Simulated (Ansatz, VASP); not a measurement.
**One calculation of AlNi, two programs**

```xyz
2
Lattice="1.9387 -1.9532 0.0000 1.9387 1.9532 0.0000 0.0000 0.0000 3.0994" Properties=species:S:1:pos:R:3 pbc="T T T"
Ni    1.9387    0.0000    1.5497
Al    0.0000    0.0000    0.0000
```

Alike in both runs: task single point; functional PBEsol; k mesh 8 × 8 × 7; occupations fermi-dirac, width 0.05 eV; collinear spin; fixed moment 0.5 μB.

|  | VASP | Ansatz |
| --- | --- | --- |
| version | VASP 6.6.1 | Ansatz 0.2.0 |
| potentials or method | VASP PAW PBE potentials, release 64 (Ni, Al) | Ansatz PAW |
| plane-wave cutoff (eV) | 520 | 420 |
| valence electrons in the cell | 13 | 21 |

Ansatz gave:

| Quantity | Value |
| --- | --- |
| pressure (GPa) | 1.2 |
| traceless stress, the component that is largest in VASP (GPa) | -3.57 |
| net moment per atom (μB) | 0.25 |
| size of the moment on the site where the two differ most (μB) | 0.04 |

Question: Estimate VASP's values.

Answer: Pressure (GPa): 1.3; traceless stress, the component that is largest in VASP (GPa): -3.72; net moment per atom (μB): 0.25; size of the moment on the site where the two differ most (μB): 0.03.

VASP's potentials were made for PBE, not for PBEsol. Site moments also hang on the region over which each program counts them. VASP's potentials hold 13 valence electrons a cell and Ansatz's 21, so a difference there can come from the potentials and not from the codes.
